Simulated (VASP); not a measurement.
A run of VASP 6.6.1:

The input INCAR:

```
SYSTEM = Ti3Al5
PREC = Accurate ; ENCUT = 520
EDIFF = 1E-6 ; ISMEAR = 0
SIGMA = 0.15 ; LREAL = .False.
LASPH = .True. ; NELM = 100
ALGO = Fast ; ISIF = 2
LWAVE = .False. ; LCHARG = .True.
GGA = PS ; LELF = .True.
LVHAR = .True. ; NBANDS = 36
```

Contents of KPOINTS:

```
Automatic mesh
0
Gamma
  10 10 6
  0 0 0
```

Contents of POSCAR:

```
Ti3Al5
1.0
    3.8832951200     -0.0970823780      0.0000000000
   -0.0970823780      3.8832951200      0.0000000000
    0.0000000000      0.0000000000      8.2968849545
Ti Al
3 5
Direct
    0.0000000000      0.0000000000      0.5000000000
    0.5000000000      0.5000000000      0.0000000000
    0.5000000000      0.5000000000      0.5000000000
    0.0000000000      0.5000000000      0.2523516175
    0.0000000000      0.5000000000      0.7476483825
    0.5000000000      0.0000000000      0.2523516175
    0.5000000000      0.0000000000      0.7476483825
    0.0000000000      0.0000000000      0.0000000000
```

Potentials or basis: VASP PAW PBE potentials, release 64 (Ti_sv, Al).

Run with:

```bash
$ cat potpaw_PBE.64/Ti_sv/POTCAR potpaw_PBE.64/Al/POTCAR > POTCAR
$ mpirun -np 1 vasp_std > vasp.out
```

Hardware: 1 thread of Intel(R) Xeon(R) 6975P-C (Granite Rapids) (shared host).

Task: Estimate the wall time of this run.

Result: Wall time 13 min on 1 thread of Intel(R) Xeon(R) 6975P-C (Granite Rapids), with other jobs on the host, peak memory 0.53 GiB. Counts: scf iterations 36, k points 124.
